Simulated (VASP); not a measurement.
# CoSi2 (Cm) in VASP: notebook

Runs on CoSi2. Level: PBE. Tasks: single point.

Program: VASP 6.6.1. These are calculated values, not measurements. Logs are shortened: lines on timing, memory, paths and dates and some standing lists are left out, and cuts for length are marked.

## Step 1: The cell of the first run

Symmetry: Cm, No. 8, monoclinic system. Conventional cell: a = 5.360 Å, b = 5.360 Å, c = 3.790 Å, α = 90.00°, β = 135.00°, γ = 90.00°. Within 2.9 Å of Co (site symmetry m) lie 8 Si at 2.15 to 2.49 Å. Within 3.0 Å of Si (site symmetry 1) lie 4 Co at 2.15 to 2.49 Å and 6 Si at 2.43 to 2.93 Å.

## Step 2: Single point, PBE (atoms displaced along a vibrational mode)

Input file INCAR:

```
ALGO = Normal ; EDIFF = 1E-6
ENCUT = 520 ; GGA = PE
ISIF = 2 ; ISMEAR = 0
LASPH = True ; LCHARG = False
LREAL = False ; LWAVE = False
NBANDS = 16 ; NELM = 100
PREC = Accurate ; SIGMA = 0.15
```

Input file KPOINTS:

```
k-points
0
Gamma
  12 12 12
```

Input file POSCAR:

```
CoSi2
1.0
    0.0000000000      2.6801763726      2.6801763726
    2.6801763726      0.0000000000      2.6801763726
    2.6801763726      2.6801763726      0.0000000000
Co Si
1 2
Direct
   -0.0156115344      0.0156115344     -0.0156115344
    0.2893257702      0.2106742298      0.2434332680
    0.7434332680      0.7565667320      0.7893257702
```

Potentials or basis: VASP PAW PBE potentials, release 64 (Co, Si).

Launch:

```console
> cat potpaw_PBE.64/Co/POTCAR potpaw_PBE.64/Si/POTCAR > POTCAR
> mpirun -np 1 vasp_std > vasp.out
```

OUTCAR:

```text
EDIFF = 1E-6
   ENCUT = 520
   GGA = PE
   ISIF = 2
   ISMEAR = 0
   LASPH = True
   LREAL = False
   NELM = 100
   PREC = Accurate

 ion  position               nearest neighbor table
   1  0.984  0.016  0.984-   3 2.15   2 2.15   2 2.30   3 2.30   2 2.36   3 2.36   3 2.49   2 2.49

   2  0.289  0.211  0.243-   1 2.15   1 2.30   1 2.36   3 2.43   1 2.49   3 2.69   3 2.69   3 2.69
                             3 2.69   3 2.93
   3  0.743  0.757  0.789-   1 2.15   1 2.30   1 2.36   2 2.43   1 2.49   2 2.69   2 2.69   2 2.69
                             2 2.69   2 2.93

  LATTYP: Found a face centered cubic cell.
 ALAT       =     5.3603527452

  Lattice vectors:

 A1 = (   0.0000000000,   2.6801763726,   2.6801763726)
 A2 = (   2.6801763726,   0.0000000000,   2.6801763726)
 A3 = (   2.6801763726,   2.6801763726,   0.0000000000)

Analysis of symmetry for initial positions (statically):
=====================================================================
 Subroutine PRICEL returns:
 Original cell was already a primitive cell.

 Routine SETGRP: Setting up the symmetry group for a
 face centered cubic supercell.

 Subroutine GETGRP returns: Found  2 space group operations
 (whereof  2 operations were pure point group operations)
 out of a pool of 48 trial point group operations.

The static configuration has the point symmetry C_1h.

Analysis of symmetry for dynamics (positions and initial velocities):
=====================================================================
 Subroutine PRICEL returns:
 Original cell was already a primitive cell.

 Routine SETGRP: Setting up the symmetry group for a
 face centered cubic supercell.

 Subroutine GETGRP returns: Found  2 space group operations
 (whereof  2 operations were pure point group operations)
 out of a pool of 48 trial point group operations.

The dynamic configuration has the point symmetry C_1h.

 Subroutine INISYM returns: Found  2 space group operations
 (whereof  2 operations are pure point group operations),
 and found     1 'primitive' translations

----------------------------------------------------------------------------------------

                                     Primitive cell

  volume of cell :      38.5053

  direct lattice vectors                    reciprocal lattice vectors
     0.000000000  2.680176373  2.680176373    -0.186554887  0.186554887  0.186554887
     2.680176373  0.000000000  2.680176373     0.186554887 -0.186554887  0.186554887
     2.680176373  2.680176373  0.000000000     0.186554887  0.186554887 -0.186554887

  length of vectors
     3.790341776  3.790341776  3.790341776     0.323122542  0.323122542  0.323122542

  position of ions in fractional coordinates (direct lattice)
     0.984388466  0.015611534  0.984388466
     0.289325770  0.210674230  0.243433268
     0.743433268  0.756566732  0.789325770

  ion indices of the primitive-cell ions
   primitive index   ion index
                 1           1
                 2           2
                 3           3

----------------------------------------------------------------------------------------

 KPOINTS: k-points

Automatic generation of k-mesh.
 Grid dimensions read from file:
 generate k-points for:   12   12   12

 Generating k-lattice:

  Cartesian coordinates                     Fractional coordinates (reciprocal lattice)
    -0.015546241  0.015546241  0.015546241     0.083333333  0.000000000  0.000000000
     0.015546241 -0.015546241  0.015546241     0.000000000  0.083333333  0.000000000
     0.015546241  0.015546241 -0.015546241     0.000000000  0.000000000  0.083333333

  Length of vectors
     0.026926879  0.026926879  0.026926879

  Shift w.r.t. Gamma in fractional coordinates (k-lattice)
     0.000000000  0.000000000  0.000000000

 Subroutine IBZKPT returns following result:
 ===========================================

 Found    476 irreducible k-points:

 Following reciprocal coordinates:
            Coordinates               Weight
  0.000000  0.000000  0.000000      1.000000
  0.083333  0.000000  0.000000      4.000000
  0.000000  0.083333  0.000000      4.000000
  0.166667  0.000000  0.000000      4.000000
  0.000000  0.166667  0.000000      4.000000
  0.250000  0.000000  0.000000      4.000000
[... 16 lines left out ...]
  0.250000  0.083333  0.000000      4.000000
  0.000000  0.250000  0.083333      4.000000
 [... further k-points ...]
   k-points           NKPTS =    476   k-points in BZ     NKDIM =    476   number of bands    NBANDS=     16
   number of dos      NEDOS =    301   number of ions     NIONS =      3
   total plane-waves  NPLWV =  21952
   dimension x,y,z NGX =    28 NGY =   28 NGZ =   28
   dimension x,y,z NGXF=    56 NGYF=   56 NGZF=   56
   ions per type =               1   2
   NGX,Y,Z   is equivalent  to a cutoff of  12.28, 12.28, 12.28 a.u.
   NGXF,Y,Z  is equivalent  to a cutoff of  24.56, 24.56, 24.56 a.u.
 SYSTEM =  unknown system
   PREC   = accura    normal or accurate (medium, high low for compatibility)
   ISTART =      0    job   : 0-new  1-cont  2-samecut
   ICHARG =      2    charge: 1-file 2-atom 10-const
   ISPIN  =      1    spin polarized calculation?
   LNONCOLLINEAR =      F non collinear calculations
   LSORBIT =      F    spin-orbit coupling
   LASPH  =      T    aspherical Exc in radial PAW
   ENCUT  =  520.0 eV  38.22 Ry    6.18 a.u.   7.05  7.05  7.05*2*pi/ulx,y,z
   NELM   =    100;   NELMIN=  2; NELMDL= -5     # of ELM steps
   EDIFF  = 0.1E-05   stopping-criterion for ELM
   LREAL  =      F    real-space projection
   EDIFFG = 0.1E-04   stopping-criterion for IOM
   NSW    =      0    number of steps for IOM
   IBRION =     -1    ionic relax: 0-MD 1-quasi-New 2-CG
   NFREE  =      0    steps in history (QN), initial steepest desc. (CG)
   ISIF   =      2    stress and relaxation
   ISYM   =      2    0-nonsym 1-usesym 2-fastsym
   POTIM  = 0.5000    time-step for ionic-motion
   TEBEG  =    0.0;   TEEND  =   0.0 temperature during run
   PSTRESS=    0.0 pullay stress
   NELECT =      17.0000    total number of electrons
   NUPDOWN=      -1.0000    fix difference up-down
   EMIN   =  10.00;   EMAX   =-10.00  energy-range for DOS
   EFERMI =   0.00;   METHOD = LEGACY
   ISMEAR =     0;   SIGMA  =   0.15  broadening in eV -4-tet -1-fermi 0-gaus
   EFERMI_NEDOS =   21; number of points for ismear=-14 and -15
   IALGO  =     38    algorithm
   IMIX   =      4    mixing-type and parameters
     AMIX     =   0.40;   BMIX     =  1.00
     AMIX_MAG =   1.60;   BMIX_MAG =  1.00
  volume/ion in A,a.u.               =      12.84        86.62
  Fermi-wavevector in a.u.,A,eV,Ry     =   1.246573  2.355682 21.142700  1.553945
  Thomas-Fermi vector in A             =   2.380744
   LORBIT       =      0    0 simple, 1 ext, 2 COOP (PROOUT), +10 PAW based schemes
   GGA     = PE    functional components
   LHFCALC =     F    Hartree Fock is set to
   AEXX    =    0.0000 exact exchange contribution
   IVDW    =     0    specifies the selected vdW correction
   LEPSILON=     F    determine dielectric tensor
   LRPA    =     F    only Hartree local field effects (RPA)
 non-spin polarized calculation
 Gauss-broadening in eV      SIGMA  =   0.15
  energy-cutoff  :      520.00
  volume of cell :       38.51
 maximum number of plane-waves:      1056
   NGX = 15   NGY = 15   NGZ = 15

 number of electron      16.9999996 magnetization

 Free energy of the ion-electron system (eV)
  ---------------------------------------------------
  ext. energy  EPLUGINS =         0.00000000
  ---------------------------------------------------
  free energy    TOTEN  =       -18.94821950 eV

  energy without entropy =      -18.93686008  energy(sigma->0) =      -18.94253979

 E-fermi :  10.1089     XC(G=0): -11.7215

 val. band max:       10.1062367577   @ k =  -0.3333  -0.1667  -0.4167
 cond. band min:      10.1163780973   @ k =   0.2500   0.1667  -0.1667
 fundamental gap:      0.0101413396
 Fermi energy:        10.1089235332

 k-point     1 :       0.0000    0.0000    0.0000
  band No.  band energies     occupation
      1      -3.0930      2.00000
      2       5.8442      2.00000
      3       5.8510      2.00000
      4       6.1519      2.00000
      5       8.0861      2.00000
      6       8.1838      2.00000
[... 8 lines left out ...]
     15      15.9343      0.00000
     16      16.5082      0.00000

 k-point     2 :       0.0833    0.0000    0.0000
  band No.  band energies     occupation
      1      -2.9868      2.00000
      2       5.6003      2.00000
      3       5.9030      2.00000
      4       6.1884      2.00000
      5       8.0448      2.00000
      6       8.1405      2.00000
[... 8 lines left out ...]
     15      15.7100      0.00000
     16      16.2885      0.00000

 k-point     3 :       0.0000    0.0833    0.0000
  band No.  band energies     occupation
      1      -2.9902      2.00000
      2       5.6854      2.00000
      3       5.8941      2.00000
      4       6.0506      2.00000
      5       8.0613      2.00000
      6       8.1624      2.00000
[... 8 lines left out ...]
     15      15.8094      0.00000
     16      16.2219      0.00000

 k-point     4 :       0.1667    0.0000    0.0000
  band No.  band energies     occupation
      1      -2.6700      2.00000
      2       4.9391      2.00000
      3       6.0582      2.00000
      4       6.2835      2.00000
      5       7.9555      2.00000
      6       8.0346      2.00000
[... 8 lines left out ...]
     15      16.0072      0.00000
     16      16.4765      0.00000
[... 324 lines left out ...]
 k-point    22 :       0.0833   -0.0833   -0.0833
  band No.  band energies     occupation
      1      -2.7091      2.00000
      2       5.1202      2.00000
      3       5.9757      2.00000
      4       6.1840      2.00000
      5       7.8800      2.00000
      6       8.1315      2.00000
[... 8 lines left out ...]
     15      16.3692      0.00000
     16      16.9079      0.00000

 k-point    23 :       0.2500    0.0833    0.0000
  band No.  band energies     occupation
      1      -2.2522      2.00000
      2       4.3457      2.00000
      3       6.1391      2.00000
      4       6.3680      2.00000
      5       7.6047      2.00000
      6       8.1472      2.00000
[... 8 lines left out ...]
     15      17.3371      0.00000
     16      17.7627      0.00000

 k-point    24 :       0.0000    0.2500    0.0833
  band No.  band energies     occupation
      1      -2.2747      2.00000
      2       4.3590      2.00000
      3       6.0215      2.00000
      4       6.1317      2.00000
      5       7.8421      2.00000
      6       8.1507      2.00000
[... 8 lines left out ...]
     15      17.3832      0.00000
     16      17.8421      0.00000

 [... further k-points ...]
[... 5 lines left out ...]
  --------------------------------------------------------------------------------------
  -------------------------------------------------------------------------------------
  Total        1.7281276      0.6367430      1.0032849      0.0000000      2.2499835      0.0000000
  in kB       71.9061905     26.4944338     41.7459878      0.0000000     93.6202514      0.0000000
  external PRESSURE =      46.7155374 kB  Pullay stress =       0.0000000 kB

 VOLUME and BASIS-vectors are now :
 -----------------------------------------------------------------------------
  energy-cutoff  :      520.00
  volume of cell :       38.51
      direct lattice vectors                 reciprocal lattice vectors
     0.000000000  2.680176373  2.680176373    -0.186554887  0.186554887  0.186554887
     2.680176373  0.000000000  2.680176373     0.186554887 -0.186554887  0.186554887
     2.680176373  2.680176373  0.000000000     0.186554887  0.186554887 -0.186554887

 POSITION                                       TOTAL-FORCE (eV/Angst)
 -----------------------------------------------------------------------------------
      2.68018      5.27667      2.68018        -0.000000      2.085997      0.910215
      1.21709      1.42789      1.34009         1.567848     -1.042998     -0.455108
      4.14326      4.10806      4.02026        -1.567848     -1.042998     -0.455108
 -----------------------------------------------------------------------------------
    total drift:                                0.000002      0.000143      0.000072

  FREE ENERGIE OF THE ION-ELECTRON SYSTEM (eV)
  ---------------------------------------------------
  free  energy   TOTEN  =       -18.9482195012 eV

  energy  without entropy=      -18.9368600809  energy(sigma->0) =      -18.94253979
```

Wall time 3.2 min (1 thread of Intel Xeon Platinum 8488C (Sapphire Rapids), shared host); peak memory 0.38 GiB.

What came out:

```
Free energy            : -18.9482 eV
Pressure               : 4.7 GPa
Largest force          : 2.276 eV/Å
Band gap on the k mesh : zero (an odd number of electrons rules out a gap without spin polarisation)
```

Forces in eV/Å, atoms in the order of the input:
```
Co   0.000  2.086  0.910
Si   1.568 -1.043 -0.455
Si  -1.568 -1.043 -0.455
```

Levels at points of the mesh, in eV from the Fermi level:
```csv
k point,band 6,band 7,band 8,band 9,band 10,band 11,band 12,band 13
"(0.00, 0.00, 0.00)",-1.93,0.60,2.57,2.96,2.97,3.50,3.74,3.83
"(0.50, 0.00, 0.00)",-2.01,-1.75,-1.09,-0.13,2.46,3.42,3.89,4.24
"(0.00, 0.50, 0.00)",-1.77,-1.57,-0.73,0.39,2.11,2.99,3.73,4.18
"(0.50, 0.50, 0.00)",-2.37,-2.08,-1.71,-1.37,1.47,2.75,8.50,9.59
"(0.00, 0.50, 0.50)",-2.24,-1.88,-1.83,-1.44,1.43,2.86,8.55,9.35
"(0.50, 0.00, 0.50)",-2.36,-1.92,-1.64,-1.40,1.45,2.73,8.61,9.59
```

Caveat: the cell differs from its parent crystal (atoms displaced along a vibrational mode); the cell stands under pressure; the run has no spin polarisation, though such a crystal can be magnetic; forces of over 1 eV/Å act on the atoms, so gaps and moduli don't describe the material at rest.

## Step 3: Single point, PBE (atoms displaced along a vibrational mode)

Input file INCAR:

```
SYSTEM = CoSi2
PREC     = Accurate       ! precision mode
ENCUT    = 520            ! plane-wave cutoff, eV
EDIFF    = 1E-6           ! SCF threshold, eV
ISMEAR   = 0              ! smearing method
SIGMA    = 0.15           ! smearing width, eV
LREAL    = .False.        ! projectors in reciprocal space
LASPH    = .True.         ! aspherical terms in the spheres
NELM     = 80             ! most SCF steps
ALGO     = Normal         ! electronic algorithm
ISIF     = 2              ! what is computed and relaxed
LWAVE    = .False.        ! write WAVECAR
LCHARG   = .False.        ! write CHGCAR
GGA      = PE             ! functional
NBANDS   = 16             ! bands
```

Input file KPOINTS:

```
regular mesh
0
Gamma
  12 12 12
  0 0 0
```

Input file POSCAR:

```
CoSi2
1.0
    0.0000000000      2.6801763726      2.6801763726
    2.6801763726      0.0000000000      2.6801763726
    2.6801763726      2.6801763726      0.0000000000
Co Si
1 2
Direct
   -0.0156115344      0.0156115344     -0.0156115344
    0.2969745205      0.2030254795      0.2357845176
    0.7357845176      0.7642154824      0.7969745205
```

Potentials or basis: VASP PAW PBE potentials, release 64 (Co, Si).

Launch:

```console
> cat potpaw_PBE.64/Co/POTCAR potpaw_PBE.64/Si/POTCAR > POTCAR
> mpirun -np 1 vasp_std > vasp.out
```

Run time: 3.6 min. Hardware: 1 thread of Intel Xeon Platinum 8259CL at 2.50GHz (Skylake/Cascade Lake), shared host; peak memory 0.39 GiB.

Results (log left out):

```yaml
Free_energy: -18.7908 eV
Pressure: 6.7 GPa
Largest_force: 2.615 eV/Å
Band_gap_on_the_k_mesh: zero (an odd number of electrons rules out a gap without spin polarisation)
```

Forces in eV/Å, atoms in the order of the input:
```
Co   0.000  2.170  1.219
Si   2.300 -1.085 -0.609
Si  -2.300 -1.085 -0.609
```

Stress tensor (GPa, compression positive):
```
11.13  0.00  0.00
 0.00  3.71 12.50
 0.00 12.50  5.39
```

Levels at points of the mesh, in eV from the Fermi level:
| k point | band 5 | band 6 | band 7 | band 8 | band 9 | band 10 | band 11 | band 12 | band 13 | band 14 |
| --- | --- | --- | --- | --- | --- | --- | --- | --- | --- | --- |
| (0.00, 0.00, 0.00) | -2.07 | -1.89 | 0.59 | 2.30 | 2.72 | 2.99 | 3.52 | 3.55 | 3.87 | 5.64 |
| (0.50, 0.00, 0.00) | -2.77 | -2.09 | -1.78 | -1.28 | -0.03 | 2.44 | 3.39 | 4.00 | 4.24 | 10.33 |
| (0.00, 0.50, 0.00) | -1.98 | -1.81 | -1.52 | -0.83 | 0.66 | 1.96 | 2.86 | 3.78 | 4.14 | 9.57 |
| (0.50, 0.50, 0.00) | -3.60 | -2.56 | -2.10 | -1.69 | -1.34 | 1.45 | 2.65 | 8.52 | 9.67 | 9.84 |
| (0.00, 0.50, 0.50) | -3.72 | -2.32 | -1.88 | -1.78 | -1.48 | 1.37 | 2.85 | 8.61 | 9.32 | 9.83 |
| (0.50, 0.00, 0.50) | -3.64 | -2.56 | -1.93 | -1.62 | -1.37 | 1.42 | 2.64 | 8.62 | 9.68 | 9.81 |

Caveat: the cell differs from its parent crystal (atoms displaced along a vibrational mode); the cell stands under pressure; the run has no spin polarisation, though such a crystal can be magnetic; forces of over 1 eV/Å act on the atoms, so gaps and moduli don't describe the material at rest. Spin polarisation is off, so any magnetic state and its effect on volume and gap are missing.
